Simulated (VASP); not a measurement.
A run of VASP 6.6.1 is set up as follows.

Contents of INCAR:

```
ALGO     = Normal         # electronic algorithm
EDIFF    = 1E-6           # SCF threshold, eV
ENCUT    = 520            # plane-wave cutoff, eV
GGA      = PE             # functional
ISIF     = 2              # what is computed and relaxed
ISMEAR   = 0              # smearing method
LASPH    = True           # aspherical terms in the spheres
LCHARG   = False          # write CHGCAR
LREAL    = Auto         
LWAVE    = False          # write WAVECAR
NBANDS   = 92             # bands
NELM     = 100            # most SCF steps
PREC     = Accurate       # precision mode
SIGMA    = 0.02           # smearing width, eV
```

The input KPOINTS:

```
k-points
0
Gamma
  3 3 3
```

The input POSCAR:

```
Ga9N8
1.0
    4.5484769843      0.0000000000      4.5484769843
    0.0000000000     -4.5484769843      4.5484769843
    4.5484769843     -4.5484769843      0.0000000000
Ga N
9 8
Direct
   -0.0103110338      0.4924343924      0.5430306691
   -0.0098720957     -0.0006375761      0.4913532613
    0.4966256854      0.4928644264      0.4913584278
    0.5190591286      0.0217966366      0.4535303811
   -0.0239809942      0.4787464040      1.0550047888
   -0.0317900916      0.1068468636      0.9638598843
    0.6040839625      0.4709462107      0.9638795613
    0.4948194764     -0.0024524693      0.9907547110
    0.2459467210      0.7486991826      0.8171691344
    0.1051994990      0.6079018339      0.1713603263
    0.1322985698      0.1146089123      0.1345681207
    0.6118816275      0.6350265177      0.1345724079
    0.6172123130      0.1199350908      0.1048331126
    0.1297089118      0.6324464233      0.6604784437
    0.1468660834      0.1096081176      0.5954955932
    0.6068618154      0.6496038147      0.5955085646
    0.6212926898      0.1240279993      0.6155663774
```

Potentials or basis: VASP PAW PBE potentials, release 64 (Ga_d, N).

Launch:

```bash
$ cat potpaw_PBE.64/Ga_d/POTCAR potpaw_PBE.64/N/POTCAR > POTCAR
$ mpirun -np 1 vasp_std > vasp.out
```

Task: Estimate the pressure.

Result: 23.7 GPa.

Task: Estimate the largest force.

Result: 0.039 eV/Å.

Task: Estimate the band gap on the k mesh.

Result: Zero (an odd number of electrons rules out a gap without spin polarisation).

Stress tensor (GPa, compression positive):
```
22.91  3.09  1.03
 3.09 22.91 -1.03
 1.03 -1.03 25.18
```

Caveat: the k points lie up to 0.40 Å⁻¹ apart, too coarse for converged energies and pressures of a metal.
